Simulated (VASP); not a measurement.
Runs of VASP 6.6.1 on Rh. The structure is that of space group Pm-3m (No. 221), or close to it. The cells are those of the table. 

```csv
spin,cell,k mesh,gap on the mesh (eV),pressure (GPa)
off,"a = 2.481 Å, 1 atom",21 × 21 × 21,none,(b)
off,"a = 2.514 Å, 1 atom",14 × 14 × 14,none,(a)
"non-collinear, zero start, SOC","a = 2.481 Å, 1 atom",13 × 13 × 13,-,1.0
off,"a = 2.447 Å, 1 atom",14 × 14 × 14,none,10.9
off,"a = 2.481 Å, 1 atom",13 × 13 × 13,none,0.7
```

Alike in all rows: task single point; level LDA; potentials or basis VASP PAW LDA potentials, release 64 (Rh_pv); cutoff (eV) 520; smearing fermi-dirac 0.1 eV.

Question: Fill in the values left out.

Answer: (a) -7.7; (b) 0.6.

A k mesh can miss the band edges, and rows without SOC leave out spin-orbit coupling on Rh.

A gap of «none» marks levels without a gap at the run's occupations.
